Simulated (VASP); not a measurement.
Write the native input for VASP 6.6.1 that does the following.

| Quantity | Value |
| --- | --- |
| Task | single point |
| Functional | PBE |
| Potentials or basis | VASP PAW PBE potentials, release 64 (Al, N) |
| Cutoff | 600 eV |
| k mesh | 11 × 11 × 11 |
| Occupations | gaussian, width 0.021 eV |
| Spin | no spin polarisation |
| Dipole correction | no |
| Further INCAR settings | ALGO = Normal; EDIFF = 1e-06; NBANDS = 11 |

The structure of AlN lies in POSCAR:

```
AlN
1.0
    0.0000000000      2.0345180000      2.0345180000
    2.0345180000      0.0000000000      2.0345180000
    2.0345180000      2.0345180000      0.0000000000
Al N
1 1
Direct
    0.5000000000      0.5000000000      0.5000000000
    0.0000000000      0.0000000000      0.0000000000
```

The input as run:

INCAR

```
PREC = Accurate ; ENCUT = 600
EDIFF = 1E-6 ; ISMEAR = 0
SIGMA = 0.020999999999999998 ; LREAL = False
LASPH = True ; NELM = 120
ALGO = Normal ; ISIF = 2
LWAVE = False ; LCHARG = True
GGA = PE ; LELF = True
LVHAR = True ; NBANDS = 11
GGA_COMPAT = False
```

KPOINTS

```
Automatic mesh
0
Gamma
  11 11 11
```

Potentials or basis: VASP PAW PBE potentials, release 64 (Al, N).

Command:

```sh
$ cat potpaw_PBE.64/Al/POTCAR potpaw_PBE.64/N/POTCAR > POTCAR
$ mpirun -np 1 vasp_std > vasp.out
```

It gave:

| Quantity | Value |
| --- | --- |
| Pressure | -0.1 GPa |
| Band gap on the k mesh | 4.55 eV, indirect (least direct gap 5.41 eV) |

It took 7.5 s on 1 thread of Intel(R) Xeon(R) Platinum 8488C (Sapphire Rapids) (shared host), peak memory 0.14 GiB.
